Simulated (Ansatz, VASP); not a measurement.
**Cs in VASP and in Ansatz**

File INCAR:

```
  ALGO = Normal
  EDIFF = 1E-6
  ENCUT = 520
  GGA = CA
  ISIF = 2
  ISMEAR = -1
  LASPH = T
  LCHARG = F
  LREAL = F
  LWAVE = F
  NBANDS = 10
  NELM = 60
  PREC = Accurate
  SIGMA = 0.08
```

The input KPOINTS:

```
k-points
0
Gamma
  8 8 8
```

File POSCAR:

```
Cs
1.0
    0.0000000000      3.9084508339      3.9084508339
    3.9084508339      0.0000000000      3.9084508339
    3.9084508339      3.9084508339      0.0000000000
Cs
1
Direct
    0.0000000000      0.0000000000      0.0000000000
```

Input for Ansatz:

```yaml
crystal:
  lattice:
    - [0.0, 3.9084508339, 3.9084508339]
    - [3.9084508339, 0.0, 3.9084508339]
    - [3.9084508339, 3.9084508339, 0.0]
  atoms:
    - { symbol: Cs, position: [0.0, 0.0, 0.0] }
kpoints:
  mp_grid: { grid: [8, 8, 8] }
scf:
  occupations: { method: fermi_dirac, width: 0.08 }
hamiltonian:
  xc: lda
  pseudopotentials: { kind: all_electron, lapw: { basis_error: 0.00025 } }
output:
  forces: true
  stress: true
  eigenvalues: true
```

Change from the starting cell: volume scaled by 0.97.

Alike in both runs: task single point; functional LDA; k mesh 8 × 8 × 8; occupations fermi-dirac, width 0.08 eV; no spin polarisation.

|  | VASP | Ansatz |
| --- | --- | --- |
| version | VASP 6.6.1 | Ansatz 0.2.0 |
| potentials or method | VASP PAW LDA potentials, release 64 (Cs_sv), cutoff 520 eV | all-electron LAPW, scalar-relativistic |

```csv
,VASP,Ansatz,Ansatz less VASP
pressure (GPa),-0.4,-0.4,+0.01
```

LDA's correlation is that of Perdew and Zunger in VASP and of Perdew and Wang (1992) in Ansatz. Ansatz ran all-electron here, and VASP with PAW potentials.

Neither program's run includes spin-orbit coupling.
